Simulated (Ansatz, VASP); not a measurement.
## Al2Ru in VASP and in Ansatz

Contents of INCAR:

```
SYSTEM = Al2Ru
PREC     = Accurate       ! precision mode
ENCUT    = 520            ! plane-wave cutoff, eV
EDIFF    = 1E-7           ! SCF threshold, eV
ISMEAR   = 0              ! smearing method
SIGMA    = 0.15           ! smearing width, eV
LREAL    = .FALSE.        ! projectors in reciprocal space
LASPH    = .TRUE.         ! aspherical terms in the spheres
NELM     = 60             ! most SCF steps
ALGO     = Fast           ! electronic algorithm
ISIF     = 2              ! what is computed and relaxed
LWAVE    = .FALSE.        ! write WAVECAR
LCHARG   = .FALSE.        ! write CHGCAR
GGA      = PS             ! functional
NBANDS   = 17             ! bands
```

Contents of KPOINTS:

```
regular mesh
0
G
  22 22 22
  0 0 0
```

File POSCAR:

```
Al2Ru
1.0
   -1.5606788820      1.5606788820      4.2115520738
    1.5606788820     -1.5606788820      4.2115520738
    1.5606788820      1.5606788820     -4.2115520738
Al Ru
2 1
Direct
    0.6590760825      0.6590760825      0.0000000000
    0.3409239175      0.3409239175      0.0000000000
    0.0000000000      0.0000000000      0.0000000000
```

Input for Ansatz:

```yaml
crystal:
  lattice:
    - [-1.560678882, 1.560678882, 4.2115520738]
    - [1.560678882, -1.560678882, 4.2115520738]
    - [1.560678882, 1.560678882, -4.2115520738]
  atoms:
    - { symbol: Al, position: [0.6590760825, 0.6590760825, 0.0] }
    - { symbol: Al, position: [0.3409239175, 0.3409239175, 0.0] }
    - { symbol: Ru, position: [0.0, 0.0, 0.0] }
basis:
  ecutwfc: 420
kpoints:
  mp_grid: { grid: [22, 22, 22] }
hamiltonian:
  xc: pbesol
scf:
  occupations: { method: gaussian, width: 0.15 }
output:
  forces: true
  stress: true
  eigenvalues: true
```

Alike in both runs: task single point; functional PBEsol; k mesh 22 × 22 × 22; occupations gaussian, width 0.15 eV; no spin polarisation.

|  | VASP | Ansatz |
| --- | --- | --- |
| version | VASP 6.6.1 | Ansatz 0.2.0 |
| potentials or method | VASP PAW PBE potentials, release 64 (Al, Ru_pv), cutoff 520 eV | scalar-relativistic, plane waves, PAW |
| valence electrons in the cell | 20 | 22 |

|  | VASP | Ansatz | Ansatz less VASP |
| --- | --- | --- | --- |
| gap on the k mesh at the Fermi level (eV) | none | none | - |
| pressure (GPa) | 0.1 | 0.0 | -0.07 |

VASP's potentials were made for PBE, not for PBEsol. A gap of «none» marks a metal or a gap that the smearing closes. VASP's potentials hold 20 valence electrons a cell and Ansatz's 22, so a difference there can come from the potentials and not from the codes.
